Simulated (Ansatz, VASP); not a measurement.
**One calculation of Hf, two programs**

```
Hf
1.0
     0.00000    2.41615    1.91649
     2.41615    0.00000    1.91649
     2.41615    2.41615    0.00000
Hf
1
Direct
  0.00000 0.00000 0.00000
```

Alike in both runs: task single point; functional LDA; k mesh 20 × 20 × 20; occupations gaussian, width 0.15 eV; no spin polarisation.

|  | VASP | Ansatz |
| --- | --- | --- |
| version | VASP 6.6.1 | Ansatz 0.2.0 |
| potentials or method | VASP PAW LDA potentials, release 64 (Hf_pv), cutoff 520 eV | scalar-relativistic, plane waves, PAW |
| valence electrons in the cell | 10 | 26 |

|  | VASP | Ansatz | Ansatz less VASP |
| --- | --- | --- | --- |
| gap on the k mesh at the Fermi level (eV) | none | none | - |
| pressure (GPa) | -8.4 | -8.4 | -0.06 |
| traceless stress, the component that is largest in VASP (GPa) | 2.41 | 2.39 | -0.015 |

LDA's correlation is that of Perdew and Zunger in VASP and of Perdew and Wang (1992) in Ansatz. A gap of «none» marks a metal or a gap that the smearing closes. VASP's potentials hold 10 valence electrons a cell and Ansatz's 26, so a difference there can come from the potentials and not from the codes.

Spin-orbit coupling is off throughout.
